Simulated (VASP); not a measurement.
Wanted: the native input for a VASP 6.6.1 run.

| Item | Value |
| --- | --- |
| Task | single point |
| Functional | LDA |
| Potentials or basis | VASP PAW LDA potentials, release 64 (C) |
| Cutoff | 520 eV |
| k mesh | 12 × 12 × 4 |
| Occupations | gaussian, width 0.05 eV |
| Spin | no spin polarisation |
| Dipole correction | no |
| Further INCAR settings | ALGO = Normal; EDIFF = 1e-06; NBANDS = 26 |

The structure of C lies in POSCAR:

```
C
1.0
    2.4896249417      0.0000000000      0.0000000000
   -1.2448124708      2.1560784454      0.0000000000
    0.0000000000      0.0000000000      8.2142660865
C
8
Direct
    0.0000000000      0.0000000000      0.0987800240
    0.0000000000      0.0000000000      0.5987800240
    0.0000000000      0.0000000000      0.4012199760
    0.0000000000      0.0000000000      0.9012199760
    0.3333333333      0.6666666667      0.1510010552
    0.6666666667      0.3333333333      0.6510010552
    0.3333333333      0.6666666667      0.3489989448
    0.6666666667      0.3333333333      0.8489989448
```

This cell differs from its parent crystal: mode 21 frozen in at +0.048 Å, strain +e along z and -e/2 along x and y +0.0000.

The input as run:

INCAR

```
PREC = Accurate
ENCUT = 520
EDIFF = 1E-6
ISMEAR = 0
SIGMA = 0.05
LREAL = False
LASPH = True
NELM = 100
ALGO = Normal
ISIF = 2
LWAVE = False
LCHARG = False
GGA = CA
NBANDS = 26
```

KPOINTS

```
regular mesh
0
Gamma
  12 12 4
```

Potentials or basis: VASP PAW LDA potentials, release 64 (C).

Command:

```sh
$ cat potpaw_LDA.64/C/POTCAR > POTCAR
$ mpirun -np 1 vasp_std > vasp.out
```

It gave:

| Item | Value |
| --- | --- |
| Pressure | 4.8 GPa |
| Largest force | 3.035 eV/Å |
| Band gap on the k mesh | 2.91 eV, direct |

Caveat: the cell differs from its parent crystal (mode 21 frozen in at +0.048 Å, strain +e along z and -e/2 along x and y +0.0000); forces of over 1 eV/Å act on the atoms, so gaps and moduli don't describe the material at rest.

It took 42 s on 1 thread of AMD EPYC 7R13 Processor (Zen 3), with other jobs on the host, peak memory 0.13 GiB.
